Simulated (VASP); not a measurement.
# BN (zinc blende type) (F-43m) in VASP: a series of runs, part 2 of 3

VASP 6.6.1. Earlier steps stand in the parts before.

### 3 Single point, HSE06

POSCAR

```
BN
1.0
    0.0000000000      1.8150000000      1.8150000000
    1.8150000000      0.0000000000      1.8150000000
    1.8150000000      1.8150000000      0.0000000000
B N
1 1
Direct
    0.0000000000      0.0000000000      0.0000000000
    0.2500000000      0.2500000000      0.2500000000
```

INCAR.step1

```
ALGO = Normal
EDIFF = 1E-5
ENCUT = 520
GGA = PE
ISIF = 2
ISMEAR = -1
LASPH = True
LCHARG = False
LREAL = False
LWAVE = True
NBANDS = 11
NELM = 60
PREC = Accurate
SIGMA = 0.02
```

INCAR.step2

```
ALGO = Normal
EDIFF = 1E-6
ENCUT = 520
GGA = PE
HFSCREEN = 0.2079
ISIF = 2
ISMEAR = -1
ISTART = 1
LASPH = True
LCHARG = False
LHFCALC = True
LREAL = False
LWAVE = False
NBANDS = 11
NELM = 60
PREC = Accurate
PRECFOCK = Normal
SIGMA = 0.02
```

KPOINTS

```
k-points
0
Gamma
  3 3 3
```

Potentials or basis: VASP PAW PBE potentials, release 64 (B, N).

Launch:

```console
$ cat potpaw_PBE.64/B/POTCAR potpaw_PBE.64/N/POTCAR > POTCAR
$ cp INCAR.step1 INCAR
$ mpirun -np 1 vasp_std > vasp.out
$ cp INCAR.step2 INCAR
$ mpirun -np 1 vasp_std > vasp.out
```

OUTCAR:

```text
EDIFF = 1E-6
   ENCUT = 520
   GGA = PE
   HFSCREEN = 0.2079
   ISIF = 2
   ISMEAR = -1
   ISTART = 1
   LASPH = True
   LHFCALC = True
   LREAL = False
   NELM = 60
   PREC = Accurate
   PRECFOCK = Normal

 ion  position               nearest neighbor table
   1  0.000  0.000  0.000-   2 1.57   2 1.57   2 1.57   2 1.57
   2  0.250  0.250  0.250-   1 1.57   1 1.57   1 1.57   1 1.57

  LATTYP: Found a face centered cubic cell.
 ALAT       =     3.6300000000

  Lattice vectors:

 A1 = (   0.0000000000,   1.8150000000,   1.8150000000)
 A2 = (   1.8150000000,   0.0000000000,   1.8150000000)
 A3 = (   1.8150000000,   1.8150000000,   0.0000000000)

Analysis of symmetry for initial positions (statically):
=====================================================================
 Subroutine PRICEL returns:
 Original cell was already a primitive cell.

 Routine SETGRP: Setting up the symmetry group for a
 face centered cubic supercell.

 Subroutine GETGRP returns: Found 24 space group operations
 (whereof 24 operations were pure point group operations)
 out of a pool of 48 trial point group operations.

The static configuration has the point symmetry T_d .

Analysis of symmetry for dynamics (positions and initial velocities):
=====================================================================
 Subroutine PRICEL returns:
 Original cell was already a primitive cell.

 Routine SETGRP: Setting up the symmetry group for a
 face centered cubic supercell.

 Subroutine GETGRP returns: Found 24 space group operations
 (whereof 24 operations were pure point group operations)
 out of a pool of 48 trial point group operations.

The dynamic configuration has the point symmetry T_d .

 Subroutine INISYM returns: Found 24 space group operations
 (whereof 24 operations are pure point group operations),
 and found     1 'primitive' translations

----------------------------------------------------------------------------------------

                                     Primitive cell

  volume of cell :      11.9580

  direct lattice vectors                    reciprocal lattice vectors
     0.000000000  1.815000000  1.815000000    -0.275482094  0.275482094  0.275482094
     1.815000000  0.000000000  1.815000000     0.275482094 -0.275482094  0.275482094
     1.815000000  1.815000000  0.000000000     0.275482094  0.275482094 -0.275482094

  length of vectors
     2.566797616  2.566797616  2.566797616     0.477148983  0.477148983  0.477148983

  position of ions in fractional coordinates (direct lattice)
     0.000000000  0.000000000  0.000000000
     0.250000000  0.250000000  0.250000000

  ion indices of the primitive-cell ions
   primitive index   ion index
                 1           1
                 2           2

----------------------------------------------------------------------------------------

 KPOINTS: k-points

Automatic generation of k-mesh.
 Grid dimensions read from file:
 generate k-points for:    3    3    3

 Generating k-lattice:

  Cartesian coordinates                     Fractional coordinates (reciprocal lattice)
[... 23 lines left out ...]
   total plane-waves  NPLWV =   8000
   dimension x,y,z NGX =    20 NGY =   20 NGZ =   20
   dimension x,y,z NGXF=    40 NGYF=   40 NGZF=   40
   ions per type =               1   1
   NGX,Y,Z   is equivalent  to a cutoff of  12.95, 12.95, 12.95 a.u.
   NGXF,Y,Z  is equivalent  to a cutoff of  25.91, 25.91, 25.91 a.u.
 SYSTEM =  unknown system
   PREC   = accura    normal or accurate (medium, high low for compatibility)
   ISTART =      1    job   : 0-new  1-cont  2-samecut
   ICHARG =      0    charge: 1-file 2-atom 10-const
   ISPIN  =      1    spin polarized calculation?
   LNONCOLLINEAR =      F non collinear calculations
   LSORBIT =      F    spin-orbit coupling
   LASPH  =      T    aspherical Exc in radial PAW
   ENCUT  =  520.0 eV  38.22 Ry    6.18 a.u.   4.77  4.77  4.77*2*pi/ulx,y,z
   NELM   =     60;   NELMIN=  2; NELMDL=  0     # of ELM steps
   EDIFF  = 0.1E-05   stopping-criterion for ELM
   LREAL  =      F    real-space projection
   EDIFFG = 0.1E-04   stopping-criterion for IOM
   NSW    =      0    number of steps for IOM
   IBRION =     -1    ionic relax: 0-MD 1-quasi-New 2-CG
   NFREE  =      0    steps in history (QN), initial steepest desc. (CG)
   ISIF   =      2    stress and relaxation
   ISYM   =      3    0-nonsym 1-usesym 2-fastsym
   POTIM  = 0.5000    time-step for ionic-motion
   TEBEG  =    0.0;   TEEND  =   0.0 temperature during run
   PSTRESS=    0.0 pullay stress
   NELECT =       8.0000    total number of electrons
   NUPDOWN=      -1.0000    fix difference up-down
   EMIN   =  10.00;   EMAX   =-10.00  energy-range for DOS
   EFERMI =   0.00;   METHOD = LEGACY
   ISMEAR =    -1;   SIGMA  =   0.02  broadening in eV -4-tet -1-fermi 0-gaus
   EFERMI_NEDOS =   21; number of points for ismear=-14 and -15
   IALGO  =     38    algorithm
   IMIX   =      1    mixing-type and parameters
     AMIX     =   0.40;   BMIX     =  1.00
     AMIX_MAG =   1.60;   BMIX_MAG =  1.00
  volume/ion in A,a.u.               =       5.98        40.35
  Fermi-wavevector in a.u.,A,eV,Ry     =   1.431808  2.705725 27.892963  2.050075
  Thomas-Fermi vector in A             =   2.551504
   LORBIT       =      0    0 simple, 1 ext, 2 COOP (PROOUT), +10 PAW based schemes
   GGA     = PE    functional components
   LHFCALC =     T    Hartree Fock is set to
   PRECFOCK=normal    Normal, Fast or Accurate (Low or Medium for compatibility)
   ENCUT4O =  -1.0   cutoff for four orbital integrals eV
   NKREDX  =     1    reduce k-point grid by
   NKREDY  =     1    reduce k-point grid by
   NKREDZ  =     1    reduce k-point grid by
   AEXX    =    0.2500 exact exchange contribution
   HFSCREEN=    0.2079 screening length (either q_TF or 0.3 A-1)
   HFSCREENC=   0.2079 screening length for correlation (either q_TF or 0.3 A-1)
   ENCUTFOCK=  -1.0 apply spherical cutoff to Coloumb kernel
   IVDW    =     0    specifies the selected vdW correction
   LEPSILON=     F    determine dielectric tensor
   LRPA    =     F    only Hartree local field effects (RPA)
 non-spin polarized calculation
  energy-cutoff  :      520.00
  volume of cell :       11.96
 maximum number of plane-waves:       331
  NGX = 16; NGY = 16; NGZ = 16

 number of electron       7.9999999 magnetization

 Free energy of the ion-electron system (eV)
  ---------------------------------------------------
  ext. energy  EPLUGINS =         0.00000000
  ---------------------------------------------------
  free energy    TOTEN  =       -20.00655690 eV

  energy without entropy =      -20.00655690  energy(sigma->0) =      -20.00655690

 E-fermi :   6.8552     XC(G=0): -10.4150

 val. band max:        6.4204574682   @ k =   0.0000   0.0000   0.0000
 cond. band min:      13.5731641483   @ k =   0.3333   0.3333   0.0000
 fundamental gap:      7.1527066801
 Fermi energy:         6.8551704303

 k-point     1 :       0.0000    0.0000    0.0000
  band No.  band energies     occupation
      1     -15.4775      2.00000
      2       6.4205      2.00000
      3       6.4205      2.00000
      4       6.4205      2.00000
      5      16.9572      0.00000
      6      16.9572      0.00000
      7      16.9572      0.00000
      8      18.4653      0.00000
      9      32.9184      0.00000
     10      36.0247      0.00000
     11      36.0247      0.00000
[... 29 lines left out ...]
 k-point     4 :      -0.3333    0.3333    0.0000
  band No.  band energies     occupation
      1      -9.7916      2.00000
      2      -2.5669      2.00000
      3      -1.4730      2.00000
      4       2.7056      2.00000
      5      15.7875      0.00000
      6      22.7915      0.00000
      7      23.1041      0.00000
      8      24.6199      0.00000
      9      26.4514      0.00000
     10      33.2204      0.00000
     11      35.5020      0.00000

------------------------ aborting loop because EDIFF is reached ----------------------------------------

  FORCE on cell =-STRESS in cart. coord.  units (eV):
  Direction    XX          YY          ZZ          XY          YZ          ZX
  --------------------------------------------------------------------------------------
  -------------------------------------------------------------------------------------
  Total       -0.5782465     -0.5782465     -0.5782465     -0.0000000      0.0000000     -0.0000000
  in kB      -77.4753747    -77.4753747    -77.4753747     -0.0000000      0.0000000     -0.0000000
  external PRESSURE =     -77.4753747 kB  Pullay stress =       0.0000000 kB

 VOLUME and BASIS-vectors are now :
 -----------------------------------------------------------------------------
  energy-cutoff  :      520.00
  volume of cell :       11.96
      direct lattice vectors                 reciprocal lattice vectors
     0.000000000  1.815000000  1.815000000    -0.275482094  0.275482094  0.275482094
     1.815000000  0.000000000  1.815000000     0.275482094 -0.275482094  0.275482094
     1.815000000  1.815000000  0.000000000     0.275482094  0.275482094 -0.275482094

 POSITION                                       TOTAL-FORCE (eV/Angst)
 -----------------------------------------------------------------------------------
      0.00000      0.00000      0.00000         0.000000      0.000000      0.000000
      0.90750      0.90750      0.90750        -0.000000     -0.000000      0.000000
 -----------------------------------------------------------------------------------
    total drift:                                0.000001      0.000000      0.000000

  FREE ENERGIE OF THE ION-ELECTRON SYSTEM (eV)
  ---------------------------------------------------
  free  energy   TOTEN  =       -20.0065569048 eV

  energy  without entropy=      -20.0065569048  energy(sigma->0) =      -20.00655690
```

OUTCAR.step1:

```text
EDIFF = 1E-5
   ENCUT = 520
   GGA = PE
   ISIF = 2
   ISMEAR = -1
[... 253 lines left out ...]
 -----------------------------------------------------------------------------------
      0.00000      0.00000      0.00000        -0.000000     -0.000000     -0.000000
      0.90750      0.90750      0.90750         0.000000      0.000000      0.000000
 -----------------------------------------------------------------------------------
    total drift:                               -0.000000     -0.000000      0.000000

  FREE ENERGIE OF THE ION-ELECTRON SYSTEM (eV)
  ---------------------------------------------------
  free  energy   TOTEN  =       -17.0804997509 eV

  energy  without entropy=      -17.0804997509  energy(sigma->0) =      -17.08049975
```

OSZICAR.step1:

```text
N       E                     dE             d eps       ncg     rms          rms(c)
DAV:   1     0.113166285533E+02    0.11317E+02   -0.51220E+03    88   0.710E+02
DAV:   2    -0.177073882564E+02   -0.29024E+02   -0.28324E+02   122   0.164E+02
DAV:   3    -0.181366942758E+02   -0.42931E+00   -0.42899E+00   103   0.178E+01
DAV:   4    -0.181371239913E+02   -0.42972E-03   -0.42971E-03   100   0.628E-01
DAV:   5    -0.181371244434E+02   -0.45213E-06   -0.45216E-06    94   0.198E-02    0.689E+00
DAV:   6    -0.171705062790E+02    0.96662E+00   -0.33716E+00    91   0.104E+01    0.334E+00
DAV:   7    -0.170945030065E+02    0.76003E-01   -0.11051E-01    97   0.271E+00    0.196E+00
DAV:   8    -0.170801413703E+02    0.14362E-01   -0.39776E-02    94   0.144E+00    0.195E-01
DAV:   9    -0.170803919540E+02   -0.25058E-03   -0.11083E-03    97   0.263E-01    0.827E-02
DAV:  10    -0.170804932882E+02   -0.10133E-03   -0.14247E-04    91   0.989E-02    0.153E-02
DAV:  11    -0.170804997509E+02   -0.64627E-05   -0.11223E-05   100   0.270E-02
   1 F= -.17080500E+02 E0= -.17080500E+02  d E =-.102946E-13
```

It took 9.1 s on 1 thread of Intel Xeon Platinum 8488C (Sapphire Rapids), shared host; peak memory 0.22 GiB.

What came out:

| Item | Value |
| --- | --- |
| Free energy | -20.0066 eV |
| Pressure | -7.7 GPa |
| Band gap on the k mesh | 7.15 eV, indirect (least direct gap 10.54 eV) |

Levels at points of the mesh, in eV from the valence-band top:
| k point | band 1 | band 2 | band 3 | band 4 | band 5 | band 6 | band 7 | band 8 |
| --- | --- | --- | --- | --- | --- | --- | --- | --- |
| (0.00, 0.00, 0.00) | -21.90 | 0.00 | 0.00 | 0.00 | 10.54 | 10.54 | 10.54 | 12.04 |

Caveat: the k points lie up to 1.00 Å⁻¹ apart; the PAW data sets were made with another functional, which shifts forces and pressure a little.

[end of part 2 of 3]
